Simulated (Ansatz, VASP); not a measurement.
## Sn in VASP and in Ansatz

File INCAR:

```
PREC = Accurate
ENCUT = 520
EDIFF = 1E-6
ISMEAR = -1
SIGMA = 0.02
LREAL = F
LASPH = T
NELM = 80
ALGO = Normal
ISIF = 2
LWAVE = F
LCHARG = F
GGA = CA
NBANDS = 36
```

File KPOINTS:

```
regular mesh
0
Gamma
  6 6 4
```

Contents of POSCAR:

```
Sn
1.0
    4.6349415438      0.0000000000      0.0000000000
   -2.3174707719      4.0139771220      0.0000000000
    0.0000000000      0.0000000000      7.6138913059
Sn
4
Direct
    0.3333333333      0.6666666667      0.0002405641
    0.6666666667      0.3333333333      0.5002405641
    0.3333333333      0.6666666667      0.3747594359
    0.6666666667      0.3333333333      0.8747594359
```

Input for Ansatz:

```yaml
crystal:
  lattice:
    - [4.6349415438, 0.0, 0.0]
    - [-2.3174707719, 4.013977122, 0.0]
    - [0.0, 0.0, 7.6138913059]
  atoms:
    - { symbol: Sn, position: [0.3333333333, 0.6666666667, 0.0002405641] }
    - { symbol: Sn, position: [0.6666666667, 0.3333333333, 0.5002405641] }
    - { symbol: Sn, position: [0.3333333333, 0.6666666667, 0.3747594359] }
    - { symbol: Sn, position: [0.6666666667, 0.3333333333, 0.8747594359] }
kpoints:
  mp_grid: { grid: [6, 6, 4] }
  band_path:
    path:
      - [0.0, 0.0, 0.0]
      - [0.5, 0.0, 0.0]
      - [0.3333333333, 0.3333333333, 0.0]
      - [0.0, 0.0, 0.5]
      - [0.5, 0.0, 0.5]
      - [0.3333333333, 0.3333333333, 0.5]
      - [0.0, 0.0, 0.1]
      - [0.0, 0.0, 0.25]
    npoints: 1
hamiltonian:
  xc: lda
scf:
  occupations: { method: fermi_dirac, width: 0.02 }
  n_extra_bands: 5
output:
  forces: true
  stress: true
  eigenvalues: true
```

Alike in both runs: task single point; functional LDA; k mesh 6 × 6 × 4; occupations fermi-dirac, width 0.02 eV; no spin polarisation.

|  | VASP | Ansatz |
| --- | --- | --- |
| version | VASP 6.6.1 | Ansatz 0.2.0 |
| potentials or method | VASP PAW LDA potentials, release 64 (Sn_d) | plane waves, PAW |
| plane-wave cutoff (eV) | 520 | 420 |
| valence electrons in the cell | 56 | 56 |

```csv
,VASP,Ansatz,Ansatz less VASP
pressure (GPa),-1.8,-1.8,+0.01
"traceless stress, the component that is largest in VASP (GPa)",-0.23,-0.23,+0.003
rms of the force components (eV/Å),0.035,0.035,+0.0002
```

LDA's correlation is that of Perdew and Zunger in VASP and of Perdew and Wang (1992) in Ansatz. Atom by atom the forces differ by 0.000 eV/Å (rms over components).
